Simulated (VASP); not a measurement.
GaN: single point with PBE

The system is GaN.

```
Ga N
1.0
     3.18900    0.00000    0.00000
    -1.59450    2.76176    0.00000
     0.00000    0.00000    5.21611
Ga N
2 2
Direct
  0.33333 0.66667 0.00051
  0.66667 0.33333 0.50051
  0.33333 0.66667 0.37649
  0.66667 0.33333 0.87649
```

```
Program                : VASP 6.6.1
Task                   : single point
Functional             : PBE
Potentials or basis    : VASP PAW PBE potentials, release 64 (Ga_d, N)
Cutoff                 : 520 eV
k mesh                 : 8 × 8 × 5
Occupations            : gaussian, width 0.05 eV
Spin                   : no spin polarisation
Dipole correction      : no
Further INCAR settings : ALGO = Normal; EDIFF = 1e-06; NBANDS = 26
```

```
Pressure               : 4.3 GPa
Band gap on the k mesh : 1.86 eV, direct
```

Stress tensor (GPa, compression positive):
```
4.72 0.00 0.00
0.00 4.72 0.00
0.00 0.00 3.61
```

Levels at points of the mesh, in eV from the valence-band top:
| k point | band 14 | band 15 | band 16 | band 17 | band 18 | band 19 | band 20 | band 21 | band 22 | band 23 |
| --- | --- | --- | --- | --- | --- | --- | --- | --- | --- | --- |
| (0.00, 0.00, 0.00) | -1.01 | -1.01 | -0.06 | 0.00 | 0.00 | 1.86 | 4.25 | 9.12 | 9.89 | 9.89 |
| (0.50, 0.00, 0.00) | -5.28 | -4.18 | -2.71 | -2.20 | -0.99 | 5.07 | 5.51 | 5.99 | 8.52 | 10.29 |

It took 29 s on 1 thread of Intel(R) Xeon(R) Platinum 8488C (Sapphire Rapids) (shared host), peak memory 0.16 GiB.

As with any semilocal functional, this PBE gap is likely too small.
